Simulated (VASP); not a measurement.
A run of VASP 6.6.1 is set up as follows.

INCAR

```
ALGO     = Normal         # electronic algorithm
EDIFF    = 1E-6           # SCF threshold, eV
EDIFFG   = -0.04          # ionic threshold
ENCUT    = 600            # plane-wave cutoff, eV
GGA      = PE             # functional
IBRION   = 2              # ionic algorithm
ISIF     = 3              # what is computed and relaxed
ISMEAR   = 0              # smearing method
LASPH    = T              # aspherical terms in the spheres
LCHARG   = F              # write CHGCAR
LREAL    = F              # projectors in reciprocal space
LWAVE    = F              # write WAVECAR
NELM     = 80             # most SCF steps
NSW      = 90             # ionic steps
PREC     = Accurate       # precision mode
SIGMA    = 0.1            # smearing width, eV
```

Contents of KPOINTS:

```
k-points
0
Gamma
  6 6 4
```

The input POSCAR:

```
ScB4
1.0
    4.7571923300      0.0000000000      0.0000000000
   -2.3785961700      4.1198494100      0.0000000000
    0.0000000000      0.0000000000      4.7585739200
Sc B
2 8
Direct
    0.3333333300      0.6666666700      0.0000000000
    0.6666666700      0.3333333300      0.0000000000
    0.4181242300      0.8362484600      0.5000000000
    0.1637515400      0.5818757700      0.5000000000
    0.4181242300      0.5818757700      0.5000000000
    0.5818757700      0.1637515400      0.5000000000
    0.8362484600      0.4181242300      0.5000000000
    0.5818757700      0.4181242300      0.5000000000
    0.0000000000      0.0000000000      0.3312837200
    0.0000000000      0.0000000000      0.6687162800
```

Potentials or basis: VASP PAW PBE potentials, release 64 (Sc_sv, B).

Command:

```bash
$ cat potpaw_PBE.64/Sc_sv/POTCAR potpaw_PBE.64/B/POTCAR > POTCAR
$ mpirun -np 1 vasp_std > vasp.out
```

Question: Estimate the space group after relaxing (to 0.1 Å).

Answer: P6/mmm (No. 191).

Question: Estimate the relaxed volume.

Answer: 13.45 Å³/atom.

Question: What does it give for the relaxed cell?

Answer: a = 6.067 Å, b = 6.067 Å, c = 4.219 Å, α = 90.00°, β = 90.00°, γ = 120.00°.

Step by step:
```csv
step,energy change (eV),largest force (eV/Å),pressure (GPa),volume (Å³)
1,0.0000,25.2746,110.26,93.26
2,-17.7859,3.0346,-16.83,199.93
3,-17.8941,2.0893,-17.79,202.21
4,-21.8095,3.5569,-2.60,150.15
5,-22.0810,1.8283,-8.43,159.00
6,-23.3238,1.1859,1.24,135.29
7,-23.3506,0.8646,-0.39,137.90
8,-23.4164,0.7746,0.86,135.21
9,-23.4225,0.5288,0.52,135.82
10,-23.4587,0.3561,0.17,135.13
11,-23.4589,0.3548,0.19,135.18
12,-23.4972,0.5457,-0.52,134.97
13,-23.6230,1.5209,-0.52,134.34
14,-22.3146,6.8450,9.43,133.04
15,-23.6412,1.5936,-0.41,134.30
16,-23.6417,2.3479,0.86,133.96
17,-23.6533,1.9072,0.03,134.16
18,-23.6557,1.9228,0.06,134.15
19,-23.6625,1.9701,0.18,134.11
20,-23.6730,2.0659,0.43,134.04
21,-23.6777,2.2592,1.07,133.90
22,-23.6790,2.1891,0.82,133.95
23,-23.6898,2.1376,0.80,133.95
24,-23.7205,1.9825,0.75,133.96
25,-23.7743,1.6714,0.69,133.98
26,-23.8495,1.0385,0.71,134.02
27,-23.8506,1.0929,1.27,134.10
28,-23.8766,0.4766,0.91,134.06
29,-23.8767,0.5067,0.92,134.06
30,-23.8821,0.4448,0.79,134.14
31,-23.8958,0.2683,0.40,134.37
32,-23.9111,0.0439,-0.32,134.84
33,-23.9002,0.5183,-1.62,135.78
34,-23.9133,0.2083,-0.74,135.13
35,-23.9219,0.1734,-0.64,135.01
36,-23.9323,0.0843,-0.27,134.66
37,-23.9324,0.0752,-0.30,134.69
38,-23.9330,0.0442,-0.18,134.54
39,-23.9330,0.0342,-0.13,134.49
```

Caveat: the volume moved by over 15 % at a fixed basis, so the end points are rough.
